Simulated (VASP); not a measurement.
# KBr (Pm-3m) in VASP: notebook

The runs below take KBr through single point, with PBE, r2SCAN.

Program: VASP 6.6.1. These are calculated values, not measurements. Logs are shortened: lines on timing, memory, paths and dates and some standing lists are left out, and cuts for length are marked.

## 1. The cell of the first run

The structure is cubic, space group Pm-3m (No. 221). The conventional cell has a = 4.043 Å, b = 4.043 Å, c = 4.043 Å, α = 90.00°, β = 90.00°, γ = 90.00°. Within 4.6 Å of K (site symmetry m-3m) lie 8 Br at 3.50 Å and 6 K at 4.04 Å. Br (site symmetry m-3m) has 8 K at 3.50 Å and 6 Br at 4.04 Å within 4.6 Å.

## 2. Single point, PBE

Input file INCAR:

```
  ALGO = Normal
  EDIFF = 1E-6
  ENCUT = 520
  GGA = PE
  ISIF = 2
  ISMEAR = 0
  LASPH = T
  LCHARG = F
  LREAL = F
  LWAVE = F
  NBANDS = 15
  NELM = 100
  PREC = Accurate
  SIGMA = 0.01
```

Input file KPOINTS:

```
k-points
0
Gamma
  6 6 6
```

Input file POSCAR:

```
KBr
1.0
    4.0434990000      0.0000000000      0.0000000000
    0.0000000000      4.0434990000      0.0000000000
    0.0000000000      0.0000000000      4.0434990000
K Br
1 1
Direct
    0.0000000000      0.0000000000      0.0000000000
    0.5000000000      0.5000000000      0.5000000000
```

Potentials or basis: VASP PAW PBE potentials, release 64 (K_sv, Br).

The run is started by

```console
$ cat potpaw_PBE.64/K_sv/POTCAR potpaw_PBE.64/Br/POTCAR > POTCAR
$ mpirun -np 1 vasp_std > vasp.out
```

OUTCAR:

```text
EDIFF = 1E-6
   ENCUT = 520
   GGA = PE
   ISIF = 2
   ISMEAR = 0
   LASPH = T
   LREAL = F
   NELM = 100
   PREC = Accurate

 ion  position               nearest neighbor table
   1  0.000  0.000  0.000-
   2  0.500  0.500  0.500-

  LATTYP: Found a simple cubic cell.
 ALAT       =     4.0434990000

  Lattice vectors:

 A1 = (   4.0434990000,   0.0000000000,   0.0000000000)
 A2 = (   0.0000000000,   4.0434990000,   0.0000000000)
 A3 = (   0.0000000000,   0.0000000000,   4.0434990000)

Analysis of symmetry for initial positions (statically):
=====================================================================
 Subroutine PRICEL returns:
 Original cell was already a primitive cell.

 Routine SETGRP: Setting up the symmetry group for a
 simple cubic supercell.

 Subroutine GETGRP returns: Found 48 space group operations
 (whereof 48 operations were pure point group operations)
 out of a pool of 48 trial point group operations.

The static configuration has the point symmetry O_h .

Analysis of symmetry for dynamics (positions and initial velocities):
=====================================================================
 Subroutine PRICEL returns:
 Original cell was already a primitive cell.

 Routine SETGRP: Setting up the symmetry group for a
 simple cubic supercell.

 Subroutine GETGRP returns: Found 48 space group operations
 (whereof 48 operations were pure point group operations)
 out of a pool of 48 trial point group operations.

The dynamic configuration has the point symmetry O_h .

 Subroutine INISYM returns: Found 48 space group operations
 (whereof 48 operations are pure point group operations),
 and found     1 'primitive' translations

----------------------------------------------------------------------------------------

                                     Primitive cell

  volume of cell :      66.1107

  direct lattice vectors                    reciprocal lattice vectors
     4.043499000  0.000000000  0.000000000     0.247310559  0.000000000  0.000000000
     0.000000000  4.043499000  0.000000000     0.000000000  0.247310559  0.000000000
     0.000000000  0.000000000  4.043499000     0.000000000  0.000000000  0.247310559

  length of vectors
     4.043499000  4.043499000  4.043499000     0.247310559  0.247310559  0.247310559

  position of ions in fractional coordinates (direct lattice)
     0.000000000  0.000000000  0.000000000
     0.500000000  0.500000000  0.500000000

  ion indices of the primitive-cell ions
   primitive index   ion index
[... 79 lines left out ...]
   PSTRESS=    0.0 pullay stress
   NELECT =      16.0000    total number of electrons
   NUPDOWN=      -1.0000    fix difference up-down
   EMIN   =  10.00;   EMAX   =-10.00  energy-range for DOS
   EFERMI =   0.00;   METHOD = LEGACY
   ISMEAR =     0;   SIGMA  =   0.01  broadening in eV -4-tet -1-fermi 0-gaus
   EFERMI_NEDOS =   21; number of points for ismear=-14 and -15
   IALGO  =     38    algorithm
   IMIX   =      4    mixing-type and parameters
     AMIX     =   0.40;   BMIX     =  1.00
     AMIX_MAG =   1.60;   BMIX_MAG =  1.00
  volume/ion in A,a.u.               =      33.06       223.07
  Fermi-wavevector in a.u.,A,eV,Ry     =   1.020213  1.927923 14.161412  1.040834
  Thomas-Fermi vector in A             =   2.153770
   LORBIT       =      0    0 simple, 1 ext, 2 COOP (PROOUT), +10 PAW based schemes
   GGA     = PE    functional components
   LHFCALC =     F    Hartree Fock is set to
   AEXX    =    0.0000 exact exchange contribution
   IVDW    =     0    specifies the selected vdW correction
   LEPSILON=     F    determine dielectric tensor
   LRPA    =     F    only Hartree local field effects (RPA)
 non-spin polarized calculation
 Gauss-broadening in eV      SIGMA  =   0.01
  energy-cutoff  :      520.00
  volume of cell :       66.11
 maximum number of plane-waves:      1800
   NGX = 15   NGY = 15   NGZ = 15

 number of electron      15.9999999 magnetization

 Free energy of the ion-electron system (eV)
  ---------------------------------------------------
  ext. energy  EPLUGINS =         0.00000000
  ---------------------------------------------------
  free energy    TOTEN  =        -6.07830017 eV

  energy without entropy =       -6.07830017  energy(sigma->0) =       -6.07830017

 E-fermi :  -0.6417     XC(G=0):  -7.8247

 val. band max:       -0.7621497331   @ k =   0.5000   0.5000   0.0000
 cond. band min:       3.1015375254   @ k =   0.0000   0.0000   0.0000
 fundamental gap:      3.8636872585
 Fermi energy:        -0.6417038887

 k-point     1 :       0.0000    0.0000    0.0000
  band No.  band energies     occupation
      1     -29.4317      2.00000
      2     -13.5373      2.00000
      3     -12.8562      2.00000
      4     -12.8562      2.00000
      5     -12.8562      2.00000
      6      -1.0223      2.00000
      7      -1.0223      2.00000
      8      -1.0223      2.00000
      9       3.1015      0.00000
     10       5.0931      0.00000
     11       5.0931      0.00000
     12       8.8925      0.00000
     13       8.8925      0.00000
     14       8.8925      0.00000
[... 329 lines left out ...]
      2     -13.1725      2.00000
      3     -12.9646      2.00000
      4     -12.9646      2.00000
      5     -12.9646      2.00000
      6      -2.1770      2.00000
      7      -2.1770      2.00000
      8      -2.1770      2.00000
      9       6.6419      0.00000
     10       6.6419      0.00000
     11       6.6419      0.00000
     12       8.6221      0.00000
     13       8.6221      0.00000
     14       8.6221      0.00000
     15      10.3672      0.00000

------------------------ aborting loop because EDIFF is reached ----------------------------------------

  FORCE on cell =-STRESS in cart. coord.  units (eV):
  Direction    XX          YY          ZZ          XY          YZ          ZX
  --------------------------------------------------------------------------------------
  -------------------------------------------------------------------------------------
  Total       -0.0031706     -0.0031706     -0.0031706     -0.0000000      0.0000000     -0.0000000
  in kB       -0.0768397     -0.0768397     -0.0768397     -0.0000000      0.0000000     -0.0000000
  external PRESSURE =      -0.0768397 kB  Pullay stress =       0.0000000 kB

 VOLUME and BASIS-vectors are now :
 -----------------------------------------------------------------------------
  energy-cutoff  :      520.00
  volume of cell :       66.11
      direct lattice vectors                 reciprocal lattice vectors
     4.043499000  0.000000000  0.000000000     0.247310559  0.000000000  0.000000000
     0.000000000  4.043499000  0.000000000     0.000000000  0.247310559  0.000000000
     0.000000000  0.000000000  4.043499000     0.000000000  0.000000000  0.247310559

 POSITION                                       TOTAL-FORCE (eV/Angst)
 -----------------------------------------------------------------------------------
      0.00000      0.00000      0.00000         0.000000      0.000000      0.000000
      2.02175      2.02175      2.02175         0.000000      0.000000      0.000000
 -----------------------------------------------------------------------------------
    total drift:                                0.000000      0.000000     -0.000000

  FREE ENERGIE OF THE ION-ELECTRON SYSTEM (eV)
  ---------------------------------------------------
  free  energy   TOTEN  =        -6.0783001676 eV

  energy  without entropy=       -6.0783001676  energy(sigma->0) =       -6.07830017
```

OSZICAR:

```text
N       E                     dE             d eps       ncg     rms          rms(c)
DAV:   1     0.993498109859E+02    0.99350E+02   -0.69368E+03   600   0.941E+02
DAV:   2    -0.217818534782E+00   -0.99568E+02   -0.92538E+02   769   0.231E+02
DAV:   3    -0.607260029762E+01   -0.58548E+01   -0.58129E+01   838   0.499E+01
DAV:   4    -0.628099821934E+01   -0.20840E+00   -0.20837E+00   852   0.858E+00
DAV:   5    -0.628268573887E+01   -0.16875E-02   -0.16875E-02   873   0.874E-01    0.260E+00
DAV:   6    -0.610474379360E+01    0.17794E+00   -0.15576E-01   740   0.221E+00    0.192E+00
DAV:   7    -0.607506555332E+01    0.29678E-01   -0.90752E-02   768   0.189E+00    0.940E-01
DAV:   8    -0.607796334425E+01   -0.28978E-02   -0.13762E-02   772   0.844E-01    0.114E-01
DAV:   9    -0.607813900803E+01   -0.17566E-03   -0.44889E-04   831   0.167E-01    0.790E-02
DAV:  10    -0.607829880271E+01   -0.15979E-03   -0.20694E-04   621   0.104E-01    0.145E-02
DAV:  11    -0.607829989877E+01   -0.10961E-05   -0.87279E-06   825   0.211E-02    0.678E-03
DAV:  12    -0.607830016760E+01   -0.26884E-06   -0.27754E-06   655   0.128E-02
   1 F= -.60783002E+01 E0= -.60783002E+01  d E =-.776457E-67
```

It took 28 s on 1 thread of Intel Xeon 8259CL, shared host; peak memory 0.17 GiB.

Results:

| Property | Result |
| --- | --- |
| Free energy | -6.0783 eV |
| Pressure | 0.0 GPa |
| Band gap on the k mesh | 3.86 eV (least direct gap 4.12 eV) |

Levels at points of the mesh, in eV from the valence-band top:
| k point | band 6 | band 7 | band 8 | band 9 | band 10 | band 11 |
| --- | --- | --- | --- | --- | --- | --- |
| (0.00, 0.00, 0.00) | -0.26 | -0.26 | -0.26 | 3.86 | 5.86 | 5.86 |
| (0.50, 0.00, 0.00) | -1.94 | -0.23 | -0.23 | 6.48 | 7.18 | 7.65 |
| (0.50, 0.50, 0.00) | -1.38 | -1.38 | 0.00 | 5.22 | 6.50 | 8.05 |
| (0.50, 0.50, 0.50) | -1.41 | -1.41 | -1.41 | 7.40 | 7.40 | 7.40 |

## 3. Single point, PBE (34.05 Å³/atom)

This run uses another cell than the first one, of 34.05 Å³/atom.

Input file INCAR:

```
SYSTEM = KBr
PREC = Accurate
ENCUT = 520
EDIFF = 1E-7
ISMEAR = 0
SIGMA = 0.01
LREAL = .False.
LASPH = .True.
NELM = 100
ALGO = Normal
ISIF = 2
LWAVE = .False.
LCHARG = .False.
GGA = PE
NBANDS = 15
```

Input file KPOINTS:

```
regular mesh
0
Gamma
  6 6 6
  0 0 0
```

Input file POSCAR:

```
KBr
1.0
    4.0835362474      0.0000000000      0.0000000000
    0.0000000000      4.0835362474      0.0000000000
    0.0000000000      0.0000000000      4.0835362474
K Br
1 1
Direct
    0.0000000000      0.0000000000      0.0000000000
    0.5000000000      0.5000000000      0.5000000000
```

Potentials or basis: VASP PAW PBE potentials, release 64 (K_sv, Br).

The run is started by

```console
$ cat potpaw_PBE.64/K_sv/POTCAR potpaw_PBE.64/Br/POTCAR > POTCAR
$ mpirun -np 1 vasp_std > vasp.out
```

Run time: 27 s. Hardware: 1 thread of Intel Xeon 8259CL, shared host; peak memory 0.17 GiB.

The run converged. Its results:

```
Free energy            : -6.0755 eV
Pressure               : -0.5 GPa
Band gap on the k mesh : 3.78 eV (least direct gap 4.03 eV)
```

Levels at points of the mesh, in eV from the valence-band top:
```csv
k point,band 4,band 5,band 6,band 7,band 8,band 9,band 10,band 11,band 12,band 13
"(0.00, 0.00, 0.00)",-12.14,-12.14,-0.25,-0.25,-0.25,3.78,5.89,5.89,9.59,9.59
"(0.50, 0.00, 0.00)",-12.12,-11.94,-1.85,-0.22,-0.22,6.37,7.17,7.49,8.90,9.56
"(0.50, 0.50, 0.00)",-12.27,-12.11,-1.33,-1.33,0.00,5.22,6.47,8.03,8.03,10.07
"(0.50, 0.50, 0.50)",-12.24,-12.24,-1.34,-1.34,-1.34,7.34,7.34,7.34,9.26,9.26
```

## 4. Single point, PBE (35.04 Å³/atom)

This run uses another cell than the first one, of 35.04 Å³/atom.

Input file INCAR:

```
PREC = Accurate
ENCUT = 520
EDIFF = 1E-6
ISMEAR = 0
SIGMA = 0.01
LREAL = False
LASPH = True
NELM = 100
ALGO = Normal
ISIF = 2
LWAVE = False
LCHARG = False
GGA = PE
NBANDS = 15
```

Input file KPOINTS:

```
regular mesh
0
Gamma
  6 6 6
```

Input file POSCAR:

```
KBr
1.0
    4.1228034279      0.0000000000      0.0000000000
    0.0000000000      4.1228034279      0.0000000000
    0.0000000000      0.0000000000      4.1228034279
K Br
1 1
Direct
    0.0000000000      0.0000000000      0.0000000000
    0.5000000000      0.5000000000      0.5000000000
```

The run is started by

```console
$ cat potpaw_PBE.64/K_sv/POTCAR potpaw_PBE.64/Br/POTCAR > POTCAR
$ mpirun -np 1 vasp_std > vasp.out
```

Run time: 17 s. Hardware: 1 thread of Intel Xeon 8259CL, shared host; peak memory 0.18 GiB.

The run converged. Its results:

| Property | Result |
| --- | --- |
| Free energy | -6.0679 eV |
| Pressure | -0.8 GPa |
| Band gap on the k mesh | 3.69 eV (least direct gap 3.94 eV) |

Levels at points of the mesh, in eV from the valence-band top:
| k point | band 5 | band 6 | band 7 | band 8 | band 9 | band 10 | band 11 | band 12 |
| --- | --- | --- | --- | --- | --- | --- | --- | --- |
| (0.00, 0.00, 0.00) | -12.19 | -0.24 | -0.24 | -0.24 | 3.69 | 5.91 | 5.91 | 9.52 |
| (0.50, 0.00, 0.00) | -11.98 | -1.77 | -0.21 | -0.21 | 6.27 | 7.15 | 7.34 | 8.90 |
| (0.50, 0.50, 0.00) | -12.16 | -1.27 | -1.27 | 0.00 | 5.20 | 6.45 | 8.01 | 8.01 |
| (0.50, 0.50, 0.50) | -12.28 | -1.27 | -1.27 | -1.27 | 7.28 | 7.28 | 7.28 | 9.14 |

[end of part 1 of 2]
